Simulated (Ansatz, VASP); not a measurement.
## One calculation of Bi2Se3, two programs

```
CELL_PARAMETERS angstrom
2.09876 1.21172 9.67094
-2.09876 1.21172 9.67094
0.00000 -2.42344 9.67094
ATOMIC_POSITIONS crystal
Bi 0.59920 0.59920 0.59920
Bi 0.40080 0.40080 0.40080
Se 0.78830 0.78830 0.78830
Se 0.21170 0.21170 0.21170
Se 0.00000 0.00000 0.00000
```

Alike in both runs: task single point; functional revPBE; k mesh 8 × 8 × 8; occupations fermi-dirac, width 0.05 eV; no spin polarisation.

```csv
,VASP,Ansatz
version,VASP 6.6.1,Ansatz 0.2.0
potentials or method,"VASP PAW PBE potentials, release 64 (Bi_d, Se)",Ansatz PAW
plane-wave cutoff (eV),520,420
valence electrons in the cell,48,78
```

VASP gave:

| Quantity | Value |
| --- | --- |
| gap on the k mesh at the Fermi level (eV) | 0.30 |
| least direct gap on the mesh (eV) | 0.30 |
| pressure (GPa) | 1.3 |
| traceless stress, the component that is largest in VASP (GPa) | 0.10 |
| rms of the force components (eV/Å) | 0.051 |

Problem. Which values does Ansatz return?

Solution. gap on the k mesh at the Fermi level (eV): 0.30; least direct gap on the mesh (eV): 0.30; pressure (GPa): 1.3; traceless stress, the component that is largest in VASP (GPa): 0.10; rms of the force components (eV/Å): 0.053.

VASP's potentials were made for PBE, not for revPBE. Atom by atom the forces differ by 0.004 eV/Å (rms over components). VASP's potentials hold 48 valence electrons a cell and Ansatz's 78, so a difference there can come from the potentials and not from the codes.

Neither program's run includes spin-orbit coupling.
